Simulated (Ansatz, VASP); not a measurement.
One calculation of ZrAgW, two programs

```
Zr Ag W
1.0
     3.68343    0.00000    0.00000
     0.00000    3.68343    0.00000
     0.00000    0.00000    5.67160
Zr Ag W
1 1 1
Cartesian
  1.8417 1.8417 0.0000
  1.8417 1.8417 2.8358
  0.0000 0.0000 0.0000
```

Alike in both runs: functional PBE; k mesh 12 × 12 × 8; occupations gaussian, width 0.1 eV; no spin polarisation.

Ansatz relaxed the structure, and its values are those at the end. VASP's run is a single point on that final structure, the one shown.

|  | VASP | Ansatz |
| --- | --- | --- |
| version | VASP 6.6.1 | Ansatz 0.2.0 |
| potentials or method | VASP PAW PBE potentials, release 64 (Zr_sv, Ag, W_sv), cutoff 520 eV | scalar-relativistic, plane waves, PAW |
| valence electrons in the cell | 37 | 45 |

Ansatz gave:

- gap on the k mesh at the Fermi level (eV): none
- pressure (GPa): 0.0

Q: Which values does VASP return?

A: gap on the k mesh at the Fermi level (eV): none; pressure (GPa): 0.2.

A gap of «none» marks a metal or a gap that the smearing closes. With one functional, cell and mesh, what is left measures potentials, basis and numerics. VASP's potentials hold 37 valence electrons a cell and Ansatz's 45, so a difference there can come from the potentials and not from the codes.

Neither program's run includes spin-orbit coupling.
